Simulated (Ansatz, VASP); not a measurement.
# Al5GaAs6 in VASP and in Ansatz

INCAR

```
  PREC = Accurate
  ENCUT = 520
  EDIFF = 1E-7
  ISMEAR = 0
  SIGMA = 0.02
  LREAL = False
  LASPH = True
  NELM = 60
  ALGO = Normal
  ISIF = 2
  LWAVE = False
  LCHARG = False
  GGA = PE
  NBANDS = 41
```

File KPOINTS:

```
Automatic mesh
0
Gamma
  8 8 2
```

File POSCAR:

```
Al5GaAs6
1.0
    4.0541471163      0.0000000000      0.0000000000
    0.0000000000      4.0541471163      0.0000000000
    0.0000000000      0.0000000000     17.1817147571
Al Ga As
5 1 6
Direct
    0.0000000000      0.0000000000      0.6668944230
    0.5000000000      0.5000000000      0.8334580816
    0.0000000000      0.0000000000      0.0000000000
    0.5000000000      0.5000000000      0.1665419184
    0.0000000000      0.0000000000      0.3331055770
    0.5000000000      0.5000000000      0.5000000000
    0.5000000000      0.0000000000      0.9167331289
    0.0000000000      0.5000000000      0.0832668711
    0.5000000000      0.0000000000      0.2498292468
    0.0000000000      0.5000000000      0.4160494569
    0.5000000000      0.0000000000      0.5839505431
    0.0000000000      0.5000000000      0.7501707532
```

Input for Ansatz:

```yaml
crystal:
  lattice:
    - [4.0541471163, 0.0, 0.0]
    - [0.0, 4.0541471163, 0.0]
    - [0.0, 0.0, 17.1817147571]
  atoms:
    - { symbol: Al, position: [0.0, 0.0, 0.666894423] }
    - { symbol: Al, position: [0.5, 0.5, 0.8334580816] }
    - { symbol: Al, position: [0.0, 0.0, 0.0] }
    - { symbol: Al, position: [0.5, 0.5, 0.1665419184] }
    - { symbol: Al, position: [0.0, 0.0, 0.333105577] }
    - { symbol: Ga, position: [0.5, 0.5, 0.5] }
    - { symbol: As, position: [0.5, 0.0, 0.9167331289] }
    - { symbol: As, position: [0.0, 0.5, 0.0832668711] }
    - { symbol: As, position: [0.5, 0.0, 0.2498292468] }
    - { symbol: As, position: [0.0, 0.5, 0.4160494569] }
    - { symbol: As, position: [0.5, 0.0, 0.5839505431] }
    - { symbol: As, position: [0.0, 0.5, 0.7501707532] }
basis:
  ecutwfc: 420
kpoints:
  mp_grid: { grid: [8, 8, 2] }
  band_path:
    path:
      - [[0.0, 0.0, 0.0], [0.0, 0.5, 0.0], [0.5, 0.5, 0.0], [0.0, 0.0, 0.0], [0.0, 0.0, 0.5], [0.0, 0.5, 0.5], [0.5, 0.5, 0.5], [0.0, 0.0, 0.5]]
      - [[0.0, 0.5, 0.0], [0.0, 0.5, 0.5]]
      - [[0.5, 0.5, 0.0], [0.5, 0.5, 0.5]]
    npoints: 10
hamiltonian:
  xc: pbe
scf:
  occupations: { method: gaussian, width: 0.02 }
  n_extra_bands: 30
output:
  forces: true
  stress: true
  eigenvalues: true
  populations: true
  dos: { projected: true, de: 0.02, nscf_kmesh: { grid: [12, 12, 3] } }
  bader: false
```

Alike in both runs: task single point; functional PBE; k mesh 8 × 8 × 2; occupations gaussian, width 0.02 eV; no spin polarisation.

|  | VASP | Ansatz |
| --- | --- | --- |
| version | VASP 6.6.1 | Ansatz 0.2.0 |
| potentials or method | VASP PAW PBE potentials, release 64 (Al, Ga_d, As), cutoff 520 eV | scalar-relativistic, plane waves, PAW |
| valence electrons in the cell | 58 | 118 |

```csv
,VASP,Ansatz,Ansatz less VASP
gap on the k mesh at the Fermi level (eV),1.40,1.40,-0.002
least direct gap on the mesh (eV),1.40,1.40,-0.002
pressure (GPa),0.2,0.0,-0.16
```

The functional is the same, so the differences come from potentials, cutoffs and numerics. VASP's potentials hold 58 valence electrons a cell and Ansatz's 118, so a difference there can come from the potentials and not from the codes.
